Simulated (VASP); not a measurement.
## PbO2: single point with PBE

The system is PbO2.

```xyz
6
Lattice="5.1821 0.0000 0.0000 0.0000 5.1821 0.0000 0.0000 0.0000 3.5084" Properties=species:S:1:pos:R:3 pbc="T T T"
Pb    0.0000    0.0000    0.0000
Pb    2.5911    2.5911    1.7542
O     1.5959    1.5959    0.0000
O     0.9951    4.1870    1.7542
O     4.1870    0.9951    1.7542
O     3.5862    3.5862    0.0000
```

```
Program             : VASP 6.6.1
Task                : single point
Functional          : PBE
Potentials or basis : VASP PAW PBE potentials, release 64 (Pb_d, O)
Cutoff              : 520 eV
k mesh              : 4 × 4 × 6
Occupations         : fermi-dirac, width 0.02 eV
Spin                : no spin polarisation
```

| Quantity | Value |
| --- | --- |
| Pressure | -6.1 GPa |
| Largest force | 0.132 eV/Å |
| Band gap on the k mesh | 0.14 eV (least direct gap 0.28 eV) |

Forces on the atoms (eV/Å):
```
Pb   0.000  0.000  0.000
Pb   0.000  0.000  0.000
O    0.093  0.093  0.000
O   -0.093  0.093  0.000
O    0.093 -0.093  0.000
O   -0.093 -0.093  0.000
```

Stress tensor (GPa, compression positive):
```
-5.39  0.00  0.00
 0.00 -5.39  0.00
 0.00  0.00 -7.41
```

Levels at points of the mesh, in eV from the valence-band top:
```tsv
k point	band 22	band 23	band 24	band 25	band 26	band 27	band 28	band 29	band 30	band 31
(0.00, 0.00, 0.00)	-0.82	-0.65	-0.65	-0.46	-0.46	0.14	3.43	5.54	5.54	9.28
(0.50, 0.00, 0.00)	-1.17	-0.66	-0.66	-0.29	-0.29	1.71	1.71	6.12	6.12	8.89
(0.50, 0.50, 0.00)	-1.30	-0.69	-0.69	-0.37	-0.37	2.07	2.07	6.24	6.24	9.27
(0.00, 0.00, 0.50)	-1.86	-0.86	-0.86	-0.62	-0.62	2.96	2.96	8.24	8.24	9.09
(0.50, 0.00, 0.50)	-0.92	-0.58	-0.58	-0.30	-0.30	3.21	3.21	6.66	6.66	9.24
(0.50, 0.50, 0.50)	-1.83	-0.53	-0.53	-0.39	-0.39	2.17	2.17	7.87	7.87	8.95
```

It took 31 s on 1 thread of Intel(R) Xeon(R) 6975P-C (Granite Rapids), with other jobs on the host, peak memory 0.22 GiB.

Caveat: the cell stands under tension; the structure was generated, so it needn't be the stable form of PbO2; spin-orbit coupling is left out, which moves the levels of the heavy elements. A k mesh can miss the band edges.
